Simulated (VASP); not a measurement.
Crystal: Mn.

```
CELL_PARAMETERS angstrom
2.55179 0.00000 0.00000
-1.27589 2.20991 0.00000
0.00000 0.00000 8.33414
ATOMIC_POSITIONS crystal
Mn 0.00000 0.00000 0.00000
Mn 0.00000 0.00000 0.50000
Mn 0.33333 0.66667 0.25000
Mn 0.66667 0.33333 0.75000
```

This isn't the form of Mn at room conditions, which is a 58-atom cubic cell.

```yaml
Program: VASP 6.6.1
Task: relaxation of cell and atoms
Functional: RPBE
Potentials_or_basis: VASP PAW PBE potentials, release 64 (Mn_pv)
Cutoff: 600 eV
k_mesh: 14 × 14 × 4
Occupations: fermi-dirac, width 0.05 eV
Spin: collinear spin, antiferromagnetic start
Starting_moments: "[3.0, 3.0, -3.0, -3.0] μB"
```

At the start: pressure -6.9 GPa; volume 11.75 Å³/atom.

**Question.** How do energy, volume and symmetry change on relaxing?

**Answer.** Over 4 steps the energy falls by 14.7 meV/atom and the volume is 11.13 Å³/atom (-5.3 %); space group P6_3/mmc (No. 194, to 0.1 Å) before and after; moment 0.22 μB per cell.

Step by step:
```csv
step,energy change (eV),largest force (eV/Å),pressure (GPa),volume (Å³)
1,0.0000,0.0000,-6.85,47.00
2,-0.0489,0.0000,3.59,43.66
3,-0.0583,0.0000,0.01,44.53
4,-0.0588,0.0000,-0.01,44.51
```

Final structure:
```xyz
4
Lattice="2.5104 0.0000 0.0000 -1.2552 2.1740 0.0000 0.0000 0.0000 8.1561" Properties=species:S:1:pos:R:3 pbc="T T T"
Mn    1.2552    2.1740    8.1561
Mn    1.2552    2.1740    4.0781
Mn    0.0000    1.4494    2.0390
Mn    1.2552    0.7247    6.1171
```

Caveat: the antiferromagnetic order is the one typed at the start, and another may lie lower; the PAW data sets were made with another functional, which shifts forces and pressure a little.
